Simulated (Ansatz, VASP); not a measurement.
# Mn in VASP and in Ansatz

The input POSCAR:

```
Mn
1.0
   -1.3984523333      1.3984523333      1.3984523333
    1.3984523333     -1.3984523333      1.3984523333
    1.3984523333      1.3984523333     -1.3984523333
Mn
1
Direct
    0.0000000000      0.0000000000      0.0000000000
```

File INCAR.step1:

```
SYSTEM = Mn
ALGO = Normal
EDIFF = 1E-4
ENCUT = 520
GGA = PE
ISMEAR = -1
LASPH = .TRUE.
LCHARG = .FALSE.
LREAL = .FALSE.
LWAVE = .TRUE.
NBANDS = 12
NELM = 60
PREC = Accurate
SIGMA = 0.1
```

The input INCAR.step2:

```
SYSTEM = Mn
ALGO = Normal
EDIFF = 1E-7
ENCUT = 520
ISIF = 2
ISMEAR = -1
ISTART = 1
LASPH = .TRUE.
LCHARG = .FALSE.
LMIXTAU = .TRUE.
LREAL = .FALSE.
LWAVE = .FALSE.
METAGGA = R2SCAN
NBANDS = 12
NELM = 60
PREC = Accurate
SIGMA = 0.1
```

Contents of KPOINTS:

```
k-points
0
G
  18 18 18
  0 0 0
```

Input for Ansatz:

```yaml
crystal:
  lattice:
    - [-1.3984523333, 1.3984523333, 1.3984523333]
    - [1.3984523333, -1.3984523333, 1.3984523333]
    - [1.3984523333, 1.3984523333, -1.3984523333]
  atoms:
    - { symbol: Mn, position: [0.0, 0.0, 0.0] }
hamiltonian:
  xc: r2scan
  pseudopotentials:
    kind: paw
    azcp:
      Mn: "pseudopotentials/Mn.paw.azcp"
basis:
  ecutwfc: 500
  fft_grid_basis: typed
kpoints:
  mp_grid: { grid: [18, 18, 18], shift: [0, 0, 0] }
magnetization:
  spin_polarized: false
scf:
  occupations: { method: fermi_dirac, width: 0.1 }
  lower_state_search: "off"
output:
  stress: true
  write_density: true
  write_potential: true
  elf: true
  volumetric_format: npy
```

Alike in both runs: task single point; functional r2SCAN; k mesh 18 × 18 × 18; occupations fermi-dirac, width 0.1 eV; no spin polarisation.

|  | VASP | Ansatz |
| --- | --- | --- |
| version | VASP 6.6.1 | Ansatz 0.2.0 |
| potentials or method | VASP PAW PBE potentials, release 64 (Mn_pv), cutoff 520 eV | plane waves (500 eV) with PAW, scalar-relativistic |
| valence electrons in the cell | 13 | 15 |

Ansatz gave:

| Quantity | Value |
| --- | --- |
| pressure (GPa) | -10.9 |

Task: Which values does VASP return?

Result: Pressure (GPa): -10.6.

VASP's potentials were made for PBE, not for r2SCAN. VASP's potentials hold 13 valence electrons a cell and Ansatz's 15, so a difference there can come from the potentials and not from the codes.
